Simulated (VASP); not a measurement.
Runs of VASP 6.6.1 on BN. The structure is that of space group F-43m (No. 216), or close to it. The cells are those of the table. 

| task | level | potentials or basis | cell | k mesh | cutoff (eV) | smearing | GW scheme | GW iterations | cutoff of the response function | frequency points | empty bands | gap on the mesh (eV) | pressure (GPa) |
| --- | --- | --- | --- | --- | --- | --- | --- | --- | --- | --- | --- | --- | --- |
| single point | PBE | VASP PAW PBE potentials, release 64 (B, N) | a = 2.552 Å, angles 60.0°, 2 atoms | 12 × 12 × 12 | 520 | fermi-dirac 0.02 eV | - | - | - | - | - | 4.46 | 5.0 |
| single point | PBE | VASP PAW PBE potentials, release 64 (B, N) | a = 2.552, b = 2.604, c = 2.604 Å, angles 58.7, 60.7, 60.7°, 2 atoms | 12 × 12 × 12 | 520 | fermi-dirac 0.02 eV | - | - | - | - | - | 4.08 | -9.3 |
| single point | r2SCAN | VASP PAW PBE potentials, release 64 (B, N) | a = 2.567, b = 2.567, c = 2.603 Å, angles 59.5, 59.5, 60.9°, 2 atoms | 12 × 12 × 12 | 520 | gaussian 0.01 eV | - | - | - | - | - | 4.45 | -10.5 |
| single point | r2SCAN | VASP PAW PBE potentials, release 64 (B, N) | a = 2.655 Å, angles 60.0°, 2 atoms | 12 × 12 × 12 | 520 | gaussian 0.01 eV | - | - | - | - | - | 4.83 | -36.4 |
| single point | PBE | VASP PAW PBE potentials, release 64 (B, N) | a = 2.552, b = 2.604, c = 2.604 Å, angles 58.7, 60.7, 60.7°, 2 atoms | 6 × 6 × 6 | 520 | gaussian 0.01 eV | - | - | - | - | - | 4.08 | -9.3 |
| single point | HSE06 | VASP PAW PBE potentials, release 64 (B, N) | a = 2.655 Å, angles 60.0°, 2 atoms | 8 × 8 × 8 | 520 | gaussian 0.01 eV | - | - | - | - | - | (b) | -41.0 |
| single point | r2SCAN | VASP PAW PBE potentials, release 64 (B, N) | a = 2.552, b = 2.552, c = 2.527 Å, angles 60.3, 60.3, 60.7°, 2 atoms | 12 × 12 × 12 | 520 | gaussian 0.01 eV | - | - | - | - | - | (a) | 1.3 |
| single point | PBE | VASP PAW PBE potentials, release 64 (B, N) | a = 2.552, b = 2.552, c = 2.527 Å, angles 60.3, 60.3, 60.7°, 2 atoms | 6 × 6 × 6 | 520 | gaussian 0.01 eV | - | - | - | - | - | (c) | 5.2 |
| single point | PBE | VASP PAW PBE potentials, release 64 (B, N) | a = 2.567, b = 2.567, c = 2.603 Å, angles 59.5, 59.5, 60.9°, 2 atoms | 12 × 12 × 12 | 520 | fermi-dirac 0.02 eV | - | - | - | - | - | 3.95 | (d) |
| single point | r2SCAN | VASP PAW PBE potentials, release 64 (B, N) | a = 2.552 Å, angles 60.0°, 2 atoms | 12 × 12 × 12 | 520 | gaussian 0.01 eV | - | - | - | - | - | 4.98 | 1.1 |
| single point | PBE | VASP PAW PBE potentials, release 64 (B, N) | a = 2.655 Å, angles 60.0°, 2 atoms | 12 × 12 × 12 | 520 | fermi-dirac 0.02 eV | - | - | - | - | - | 4.33 | -32.2 |

Alike in all rows: no spin polarisation.

Estimate the missing entries.

(a) 4.91; (b) 5.61; (c) 4.39; (d) -6.5.

Caveats: some runs use coarse meshes; the PAW data sets were made with another functional, which shifts forces and pressure a little (some runs).

A k mesh can miss the band edges.
